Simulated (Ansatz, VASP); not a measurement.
## One calculation of AlGa, two programs

```
Al Ga
1.0
     1.46660    0.84674    4.69038
    -1.46660    0.84674    4.69038
     0.00000   -1.69349    4.69038
Al Ga
1 1
Direct
  0.00000 0.00000 0.00000
  0.50000 0.50000 0.50000
```

Alike in both runs: functional PBE; k mesh 24 × 24 × 24; occupations gaussian, width 0.1 eV; no spin polarisation.

Ansatz relaxed the structure, and its values are those at the end. VASP's run is a single point on that final structure, the one shown.

|  | VASP | Ansatz |
| --- | --- | --- |
| version | VASP 6.6.1 | Ansatz 0.2.0 |
| potentials or method | VASP PAW PBE potentials, release 64 (Al, Ga_d), cutoff 520 eV | scalar-relativistic, plane waves, PAW |
| valence electrons in the cell | 16 | 16 |

```csv
,VASP,Ansatz,Ansatz less VASP
gap on the k mesh at the Fermi level (eV),none,none,-
pressure (GPa),0.0,0.0,0.00
```

A gap of «none» marks a metal or a gap that the smearing closes.
